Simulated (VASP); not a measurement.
# CdS (F-43m) in VASP: single point with PBE

Aim: the single point of CdS with PBE.

All numbers are computed with VASP 6.6.1; they aren't measurements. Logs are shortened: lines on timing, memory, paths and dates and some standing lists are left out, and cuts for length are marked.

### 1 The cell of the first run

Symmetry: F-43m, No. 216, cubic system. The conventional cell has a = 5.927 Å, b = 5.927 Å, c = 5.927 Å, α = 90.00°, β = 90.00°, γ = 90.00°. Cd (site symmetry -43m) has 4 S at 2.57 Å within 3.4 Å. S (site symmetry -43m) has 4 Cd at 2.57 Å within 3.4 Å.

### 2 Single point, PBE

File INCAR:

```
  PREC = Accurate
  ENCUT = 500
  EDIFF = 1E-6
  ISMEAR = 0
  SIGMA = 0.02
  LREAL = F
  LASPH = T
  NELM = 120
  ALGO = Normal
  ISIF = 2
  LWAVE = F
  LCHARG = F
  GGA = PE
  NBANDS = 16
  GGA_COMPAT = F
```

File KPOINTS:

```
Automatic mesh
0
Gamma
  8 8 8
```

File POSCAR:

```
CdS
1.0
    0.0000000000      2.9633438494      2.9633438494
    2.9633438494      0.0000000000      2.9633438494
    2.9633438494      2.9633438494      0.0000000000
Cd S
1 1
Direct
    0.0000000000      0.0000000000      0.0000000000
    0.2500000000      0.2500000000      0.2500000000
```

Potentials or basis: VASP PAW PBE potentials, release 64 (Cd, S).

The run is started by

```sh
$ cat potpaw_PBE.64/Cd/POTCAR potpaw_PBE.64/S/POTCAR > POTCAR
$ mpirun -np 1 vasp_std > vasp.out
```

OUTCAR:

```text
PREC = Accurate
   ENCUT = 500
   EDIFF = 1E-6
   ISMEAR = 0
   LREAL = F
   LASPH = T
   NELM = 120
   ISIF = 2
   GGA = PE

 ion  position               nearest neighbor table
   1  0.000  0.000  0.000-   2 2.57   2 2.57   2 2.57   2 2.57
   2  0.250  0.250  0.250-   1 2.57   1 2.57   1 2.57   1 2.57

  LATTYP: Found a face centered cubic cell.
 ALAT       =     5.9266876988

  Lattice vectors:

 A1 = (   0.0000000000,   2.9633438494,   2.9633438494)
 A2 = (   2.9633438494,   0.0000000000,   2.9633438494)
 A3 = (   2.9633438494,   2.9633438494,   0.0000000000)

Analysis of symmetry for initial positions (statically):
=====================================================================
 Subroutine PRICEL returns:
 Original cell was already a primitive cell.

 Routine SETGRP: Setting up the symmetry group for a
 face centered cubic supercell.

 Subroutine GETGRP returns: Found 24 space group operations
 (whereof 24 operations were pure point group operations)
 out of a pool of 48 trial point group operations.

The static configuration has the point symmetry T_d .

Analysis of symmetry for dynamics (positions and initial velocities):
=====================================================================
 Subroutine PRICEL returns:
 Original cell was already a primitive cell.

 Routine SETGRP: Setting up the symmetry group for a
 face centered cubic supercell.

 Subroutine GETGRP returns: Found 24 space group operations
 (whereof 24 operations were pure point group operations)
 out of a pool of 48 trial point group operations.

The dynamic configuration has the point symmetry T_d .

 Subroutine INISYM returns: Found 24 space group operations
 (whereof 24 operations are pure point group operations),
 and found     1 'primitive' translations

----------------------------------------------------------------------------------------

                                     Primitive cell

  volume of cell :      52.0447

  direct lattice vectors                    reciprocal lattice vectors
     0.000000000  2.963343849  2.963343849    -0.168728310  0.168728310  0.168728310
     2.963343849  0.000000000  2.963343849     0.168728310 -0.168728310  0.168728310
     2.963343849  2.963343849  0.000000000     0.168728310  0.168728310 -0.168728310

  length of vectors
     4.190801062  4.190801062  4.190801062     0.292246006  0.292246006  0.292246006

  position of ions in fractional coordinates (direct lattice)
     0.000000000  0.000000000  0.000000000
     0.250000000  0.250000000  0.250000000

  ion indices of the primitive-cell ions
   primitive index   ion index
                 1           1
                 2           2

----------------------------------------------------------------------------------------

 KPOINTS: Automatic mesh

Automatic generation of k-mesh.
 Grid dimensions read from file:
 generate k-points for:    8    8    8

 Generating k-lattice:

  Cartesian coordinates                     Fractional coordinates (reciprocal lattice)
    -0.021091039  0.021091039  0.021091039     0.125000000  0.000000000  0.000000000
     0.021091039 -0.021091039  0.021091039     0.000000000  0.125000000  0.000000000
     0.021091039  0.021091039 -0.021091039     0.000000000  0.000000000  0.125000000

  Length of vectors
     0.036530751  0.036530751  0.036530751

  Shift w.r.t. Gamma in fractional coordinates (k-lattice)
     0.000000000  0.000000000  0.000000000

 Subroutine IBZKPT returns following result:
 ===========================================

 Found     29 irreducible k-points:

 Following reciprocal coordinates:
            Coordinates               Weight
  0.000000  0.000000  0.000000      1.000000
  0.125000  0.000000  0.000000      8.000000
  0.250000  0.000000  0.000000      8.000000
  0.375000  0.000000  0.000000      8.000000
  0.500000  0.000000  0.000000      4.000000
  0.125000  0.125000  0.000000      6.000000
[... 16 lines left out ...]
  0.500000  0.250000  0.125000     48.000000
 -0.375000  0.250000  0.125000     24.000000
 [... further k-points ...]
   k-points           NKPTS =     29   k-points in BZ     NKDIM =     29   number of bands    NBANDS=     16
   number of dos      NEDOS =    301   number of ions     NIONS =      2
   total plane-waves  NPLWV =  32768
   dimension x,y,z NGX =    32 NGY =   32 NGZ =   32
   dimension x,y,z NGXF=    64 NGYF=   64 NGZF=   64
   ions per type =               1   1
   NGX,Y,Z   is equivalent  to a cutoff of  12.69, 12.69, 12.69 a.u.
   NGXF,Y,Z  is equivalent  to a cutoff of  25.39, 25.39, 25.39 a.u.
 SYSTEM =  unknown system
   PREC   = accura    normal or accurate (medium, high low for compatibility)
   ISTART =      0    job   : 0-new  1-cont  2-samecut
   ICHARG =      2    charge: 1-file 2-atom 10-const
   ISPIN  =      1    spin polarized calculation?
   LNONCOLLINEAR =      F non collinear calculations
   LSORBIT =      F    spin-orbit coupling
   LASPH  =      T    aspherical Exc in radial PAW
   ENCUT  =  500.0 eV  36.75 Ry    6.06 a.u.   7.64  7.64  7.64*2*pi/ulx,y,z
   NELM   =    120;   NELMIN=  2; NELMDL= -5     # of ELM steps
   EDIFF  = 0.1E-05   stopping-criterion for ELM
   LREAL  =      F    real-space projection
   EDIFFG = 0.1E-04   stopping-criterion for IOM
   NSW    =      0    number of steps for IOM
   IBRION =     -1    ionic relax: 0-MD 1-quasi-New 2-CG
   NFREE  =      0    steps in history (QN), initial steepest desc. (CG)
   ISIF   =      2    stress and relaxation
   ISYM   =      2    0-nonsym 1-usesym 2-fastsym
   POTIM  = 0.5000    time-step for ionic-motion
   TEBEG  =    0.0;   TEEND  =   0.0 temperature during run
   PSTRESS=    0.0 pullay stress
   NELECT =      18.0000    total number of electrons
   NUPDOWN=      -1.0000    fix difference up-down
   EMIN   =  10.00;   EMAX   =-10.00  energy-range for DOS
   EFERMI =   0.00;   METHOD = LEGACY
   ISMEAR =     0;   SIGMA  =   0.02  broadening in eV -4-tet -1-fermi 0-gaus
   EFERMI_NEDOS =   21; number of points for ismear=-14 and -15
   IALGO  =     38    algorithm
   IMIX   =      4    mixing-type and parameters
     AMIX     =   0.40;   BMIX     =  1.00
     AMIX_MAG =   1.60;   BMIX_MAG =  1.00
  volume/ion in A,a.u.               =      26.02       175.61
  Fermi-wavevector in a.u.,A,eV,Ry     =   1.149142  2.171563 17.966859  1.320527
  Thomas-Fermi vector in A             =   2.285813
   LORBIT       =      0    0 simple, 1 ext, 2 COOP (PROOUT), +10 PAW based schemes
   GGA     = PE    functional components
   LHFCALC =     F    Hartree Fock is set to
   AEXX    =    0.0000 exact exchange contribution
   IVDW    =     0    specifies the selected vdW correction
   LEPSILON=     F    determine dielectric tensor
   LRPA    =     F    only Hartree local field effects (RPA)
 non-spin polarized calculation
 Gauss-broadening in eV      SIGMA  =   0.02
  energy-cutoff  :      500.00
  volume of cell :       52.04
 maximum number of plane-waves:      1363
   NGX = 15   NGY = 15   NGZ = 15

 number of electron      18.0000001 magnetization

 Free energy of the ion-electron system (eV)
  ---------------------------------------------------
  ext. energy  EPLUGINS =         0.00000000
  ---------------------------------------------------
  free energy    TOTEN  =        -6.14711508 eV

  energy without entropy =       -6.14711508  energy(sigma->0) =       -6.14711508

 E-fermi :   1.0607     XC(G=0):  -8.9277

 val. band max:        0.9171484681   @ k =   0.0000   0.0000   0.0000
 cond. band min:       1.9605458997   @ k =   0.0000   0.0000   0.0000
 fundamental gap:      1.0433974315
 Fermi energy:         1.0607437923

 k-point     1 :       0.0000    0.0000    0.0000
  band No.  band energies     occupation
      1     -11.1711      2.00000
      2      -6.6510      2.00000
      3      -6.6510      2.00000
      4      -6.6510      2.00000
      5      -6.2337      2.00000
      6      -6.2337      2.00000
[... 8 lines left out ...]
     15      12.3227      0.00000
     16      12.3227      0.00000

 k-point     2 :       0.1250    0.0000    0.0000
  band No.  band energies     occupation
      1     -11.1152      2.00000
      2      -6.6312      2.00000
      3      -6.6312      2.00000
      4      -6.5993      2.00000
      5      -6.2345      2.00000
      6      -6.2345      2.00000
[... 8 lines left out ...]
     15      11.7442      0.00000
     16      12.7128      0.00000

 k-point     3 :       0.2500    0.0000    0.0000
  band No.  band energies     occupation
      1     -10.9799      2.00000
      2      -6.5883      2.00000
      3      -6.5883      2.00000
      4      -6.4199      2.00000
      5      -6.2298      2.00000
      6      -6.2298      2.00000
[... 8 lines left out ...]
     15      11.5117      0.00000
     16      12.1298      0.00000

 k-point     4 :       0.3750    0.0000    0.0000
  band No.  band energies     occupation
      1     -10.8448      2.00000
      2      -6.5553      2.00000
      3      -6.5553      2.00000
      4      -6.2125      2.00000
      5      -6.2125      2.00000
      6      -6.1068      2.00000
[... 8 lines left out ...]
     15      12.3298      0.00000
     16      12.3298      0.00000
[... 324 lines left out ...]
 k-point    22 :       0.3750    0.2500    0.1250
  band No.  band energies     occupation
      1     -10.8806      2.00000
      2      -6.5414      2.00000
      3      -6.5191      2.00000
      4      -6.3634      2.00000
      5      -6.2237      2.00000
      6      -6.1773      2.00000
[... 8 lines left out ...]
     15      12.8221      0.00000
     16      14.6136      0.00000

 k-point    23 :       0.5000    0.2500    0.1250
  band No.  band energies     occupation
      1     -10.7743      2.00000
      2      -6.5102      2.00000
      3      -6.4879      2.00000
      4      -6.2866      2.00000
      5      -6.2040      2.00000
      6      -5.9626      2.00000
[... 8 lines left out ...]
     15      13.5287      0.00000
     16      13.8892      0.00000

 k-point    24 :      -0.3750    0.2500    0.1250
  band No.  band energies     occupation
      1     -10.7309      2.00000
      2      -6.5058      2.00000
      3      -6.4734      2.00000
      4      -6.2542      2.00000
      5      -6.2099      2.00000
      6      -5.7940      2.00000
[... 8 lines left out ...]
     15      13.0872      0.00000
     16      13.9301      0.00000

 [... further k-points ...]

------------------------ aborting loop because EDIFF is reached ----------------------------------------

  FORCE on cell =-STRESS in cart. coord.  units (eV):
  Direction    XX          YY          ZZ          XY          YZ          ZX
  --------------------------------------------------------------------------------------
  -------------------------------------------------------------------------------------
  Total        0.0917765      0.0917765      0.0917765      0.0000000     -0.0000000      0.0000000
  in kB        2.8253075      2.8253075      2.8253075      0.0000000     -0.0000000      0.0000000
  external PRESSURE =       2.8253075 kB  Pullay stress =       0.0000000 kB

 VOLUME and BASIS-vectors are now :
 -----------------------------------------------------------------------------
  energy-cutoff  :      500.00
  volume of cell :       52.04
      direct lattice vectors                 reciprocal lattice vectors
     0.000000000  2.963343849  2.963343849    -0.168728310  0.168728310  0.168728310
     2.963343849  0.000000000  2.963343849     0.168728310 -0.168728310  0.168728310
     2.963343849  2.963343849  0.000000000     0.168728310  0.168728310 -0.168728310

 POSITION                                       TOTAL-FORCE (eV/Angst)
 -----------------------------------------------------------------------------------
      0.00000      0.00000      0.00000         0.000000      0.000000     -0.000000
      1.48167      1.48167      1.48167        -0.000000     -0.000000      0.000000
 -----------------------------------------------------------------------------------
    total drift:                               -0.000000     -0.000000      0.000000

  FREE ENERGIE OF THE ION-ELECTRON SYSTEM (eV)
  ---------------------------------------------------
  free  energy   TOTEN  =        -6.1471150797 eV

  energy  without entropy=       -6.1471150797  energy(sigma->0) =       -6.14711508
```

Run time: 20 s. Hardware: 1 thread of Intel Xeon 8259CL, shared host; peak memory 0.18 GiB.

Results:

```
Free energy            : -6.1471 eV
Pressure               : 0.3 GPa
Band gap on the k mesh : 1.04 eV
```

Levels at points of the mesh, in eV from the valence-band top:
| k point | band 7 | band 8 | band 9 | band 10 | band 11 | band 12 |
| --- | --- | --- | --- | --- | --- | --- |
| (0.00, 0.00, 0.00) | 0.00 | 0.00 | 0.00 | 1.04 | 6.55 | 6.55 |
| (0.50, 0.00, 0.00) | -4.12 | -0.69 | -0.69 | 2.94 | 7.01 | 7.01 |
| (0.50, 0.50, 0.00) | -3.75 | -1.72 | -1.72 | 3.63 | 4.28 | 9.04 |
